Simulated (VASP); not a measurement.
**ZrB2: single point with PBEsol**

The system is ZrB2.

```
Zr B
1.0
     3.19099    0.00000    0.00000
    -1.59550    2.76348    0.00000
     0.00000    0.00000    3.55640
Zr B
1 2
Direct
  0.00000 0.00000 0.00000
  0.33333 0.66667 0.50000
  0.66667 0.33333 0.50000
```

```json
{"Program": "VASP 6.6.1", "Task": "single point", "Functional": "PBEsol", "Potentials or basis": "VASP PAW PBE potentials, release 64 (Zr_sv, B)", "Cutoff": "520 eV", "k mesh": "10 × 10 × 8", "Occupations": "methfessel-paxton, width 0.15 eV", "Spin": "no spin polarisation"}
```

* Pressure: -8.2 GPa
* Band gap on the k mesh: zero (band 9 reaches 10.76 eV, above the bottom of band 10 at 9.98 eV)

Stress tensor (GPa, compression positive):
```
-8.38  0.00  0.00
 0.00 -8.38  0.00
 0.00  0.00 -7.97
```

Levels at points of the mesh, in eV from the Fermi level:
| k point | band 6 | band 7 | band 8 | band 9 | band 10 | band 11 | band 12 | band 13 |
| --- | --- | --- | --- | --- | --- | --- | --- | --- |
| (0.00, 0.00, 0.00) | -2.48 | -2.48 | -2.48 | -2.23 | 3.40 | 3.40 | 4.20 | 4.20 |
| (0.50, 0.00, 0.00) | -8.34 | -3.73 | -2.91 | -2.56 | 2.32 | 2.34 | 4.91 | 4.98 |
| (0.00, 0.00, 0.50) | -6.82 | -0.82 | -0.82 | 0.41 | 0.41 | 0.85 | 0.85 | 1.88 |
| (0.50, 0.00, 0.50) | -6.83 | -4.43 | -3.98 | -1.93 | 3.73 | 4.09 | 5.28 | 6.19 |

It took 17 s on 1 thread of Intel Xeon 6975P-C, with other jobs on the host, peak memory 0.17 GiB.

Caveat: the PAW data sets were made with another functional, which shifts forces and pressure a little.
